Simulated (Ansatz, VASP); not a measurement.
# One calculation of Sb2Se3, two programs

File INCAR:

```
PREC = Accurate
ENCUT = 520
EDIFF = 1E-6
ISMEAR = -1
SIGMA = 0.02
LREAL = F
LASPH = T
NELM = 100
ALGO = Normal
ISIF = 2
LWAVE = F
LCHARG = F
GGA = PE
NBANDS = 22
```

KPOINTS

```
regular mesh
0
Gamma
  8 8 8
```

File POSCAR:

```
Sb2Se3
1.0
    2.1138450509      1.2204290092     10.1470024573
   -2.1138450509      1.2204290092     10.1470024573
    0.0000000000     -2.4408580184     10.1470024573
Sb Se
2 3
Direct
    0.3933005618      0.3933005618      0.3933005618
    0.6066994382      0.6066994382      0.6066994382
    0.2250514185      0.2250514185      0.2250514185
    0.7749485815      0.7749485815      0.7749485815
    0.0000000000      0.0000000000      0.0000000000
```

Input for Ansatz:

```yaml
crystal:
  lattice:
    - [2.1138450509, 1.2204290092, 10.1470024573]
    - [-2.1138450509, 1.2204290092, 10.1470024573]
    - [0.0, -2.4408580184, 10.1470024573]
  atoms:
    - { symbol: Sb, position: [0.3933005618, 0.3933005618, 0.3933005618] }
    - { symbol: Sb, position: [0.6066994382, 0.6066994382, 0.6066994382] }
    - { symbol: Se, position: [0.2250514185, 0.2250514185, 0.2250514185] }
    - { symbol: Se, position: [0.7749485815, 0.7749485815, 0.7749485815] }
    - { symbol: Se, position: [0.0, 0.0, 0.0] }
kpoints:
  mp_grid: { grid: [8, 8, 8] }
  band_path:
    path:
      - [0.0, 0.0, 0.0]
      - [0.5, 0.5, 0.5]
      - [0.82368931, 0.17631069, 0.5]
      - [0.5, -0.17631069, 0.17631069]
      - [0.5, 0.0, 0.0]
      - [0.338155345, -0.338155345, 0.0]
      - [0.661844655, 0.0, 0.338155345]
      - [0.5, 0.0, 0.5]
      - [0.479167, -0.257813, -0.257813]
    npoints: 1
hamiltonian:
  xc: pbe
scf:
  occupations: { method: fermi_dirac, width: 0.02 }
  n_extra_bands: 5
output:
  forces: true
  stress: true
  eigenvalues: true
```

Change from the starting cell: hydrostatic strain +5.0%.

Alike in both runs: task single point; functional PBE; k mesh 8 × 8 × 8; occupations fermi-dirac, width 0.02 eV; no spin polarisation.

|  | VASP | Ansatz |
| --- | --- | --- |
| version | VASP 6.6.1 | Ansatz 0.2.0 |
| potentials or method | VASP PAW PBE potentials, release 64 (Sb, Se) | plane waves, PAW |
| plane-wave cutoff (eV) | 520 | 420 |
| valence electrons in the cell | 28 | 78 |

```csv
,VASP,Ansatz,Ansatz less VASP
pressure (GPa),-1.7,-1.7,+0.05
"traceless stress, the component that is largest in VASP (GPa)",1.97,1.97,+0.001
rms of the force components (eV/Å),0.035,0.032,-0.0033
```

Atom by atom the forces differ by 0.006 eV/Å (rms over components). VASP's potentials hold 28 valence electrons a cell and Ansatz's 78, so a difference there can come from the potentials and not from the codes.

Spin-orbit coupling is off throughout.
